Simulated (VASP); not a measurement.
Crystal: Li7S3.

```
CELL_PARAMETERS angstrom
3.57671 2.06501 9.17271
-3.57671 2.06501 9.17271
0.00000 -4.13003 9.17271
ATOMIC_POSITIONS crystal
Li 0.50000 0.50000 0.50000
Li 0.20803 0.20803 0.70803
Li 0.70803 0.20803 0.20803
Li 0.20803 0.70803 0.20803
Li 0.79197 0.29197 0.79197
Li 0.29197 0.79197 0.79197
Li 0.79197 0.79197 0.29197
S 0.41606 0.41606 0.41606
S 0.58394 0.58394 0.58394
S 0.00000 0.00000 0.00000
```

The cell was built from a structure type or drawn by symmetry, and may not be a known phase.

```yaml
Program: VASP 6.6.1
Task: relaxation of cell and atoms
Functional: PBE
Potentials_or_basis: VASP PAW PBE potentials, release 64 (Li_sv, S)
Cutoff: 600 eV
k_mesh: 3 × 3 × 3
Occupations: gaussian, width 0.1 eV
Spin: no spin polarisation
```

At the start: pressure -0.7 GPa; volume 40.65 Å³/atom.

Question: How do energy, volume and symmetry change on relaxing?

Answer: Over 10 steps the energy falls by 29.6 meV/atom and the volume is 37.70 Å³/atom (-7.3 %); space group R-3m (No. 166, to 0.1 Å) before and after.

The path:
```tsv
step	energy change (eV)	largest force (eV/Å)	pressure (GPa)	volume (Å³)
1	0.0000	0.6313	-0.69	406.50
2	-0.1408	0.3869	-0.38	396.28
3	-0.1936	0.3695	0.07	385.47
4	-0.1937	0.3478	0.04	385.97
5	-0.2101	0.2838	0.03	385.72
6	-0.2381	0.0562	0.02	384.98
7	-0.2396	0.0568	0.03	384.74
8	-0.2568	0.0554	-0.03	385.09
9	-0.2810	0.0968	-0.21	385.70
10	-0.2959	0.0361	-0.05	376.96
```

Final structure:
```
Li S
1.0
     3.37051    1.94596    9.57887
    -3.37051    1.94596    9.57887
     0.00000   -3.89192    9.57887
Li S
7 3
Direct
  0.50000 0.50000 0.50000
  0.21746 0.21746 0.70243
  0.70243 0.21746 0.21746
  0.21746 0.70243 0.21746
  0.78254 0.29757 0.78254
  0.29757 0.78254 0.78254
  0.78254 0.78254 0.29757
  0.42163 0.42163 0.42163
  0.57837 0.57837 0.57837
  0.00000 0.00000 0.00000
```

Caveat: the cutoff is under 1.25 times the usual one of these potentials, so pressure, stress and relaxed cells hold a basis-set (Pulay) error.
